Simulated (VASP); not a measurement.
Input of a VASP 6.6.1 run:

INCAR

```
SYSTEM = NaMo
ALGO = Fast
EDIFF = 1E-7
ENCUT = 520
GGA = PE
ISIF = 2
ISMEAR = 0
LASPH = .True.
LCHARG = .False.
LREAL = .False.
LWAVE = .False.
NBANDS = 18
NELM = 100
PREC = Accurate
SIGMA = 0.1
```

Contents of KPOINTS:

```
k-points
0
Gamma
  6 6 4
  0 0 0
```

The input POSCAR:

```
NaMo
1.0
    3.0473915186      0.0000000000      0.0000000000
    0.0000000000      3.0473915186      0.0000000000
    0.0000000000      0.0000000000      3.9942595976
Na Mo
1 1
Direct
    0.5000000000      0.5000000000      0.5000000000
    0.0000000000      0.0000000000      0.0000000000
```

Potentials or basis: VASP PAW PBE potentials, release 64 (Na_pv, Mo_sv).

Command:

```bash
$ cat potpaw_PBE.64/Na_pv/POTCAR potpaw_PBE.64/Mo_sv/POTCAR > POTCAR
$ mpirun -np 1 vasp_std > vasp.out
```

Question: Estimate the pressure.

Answer: -1.6 GPa.

Question: What does it give for the band gap on the k mesh?

Answer: Zero (an odd number of electrons rules out a gap without spin polarisation).

Stress tensor (GPa, compression positive):
```
-9.01  0.00  0.00
 0.00 -9.01  0.00
 0.00  0.00 13.17
```

Caveat: the k points lie up to 0.39 Å⁻¹ apart, too coarse for converged energies and pressures of a metal.
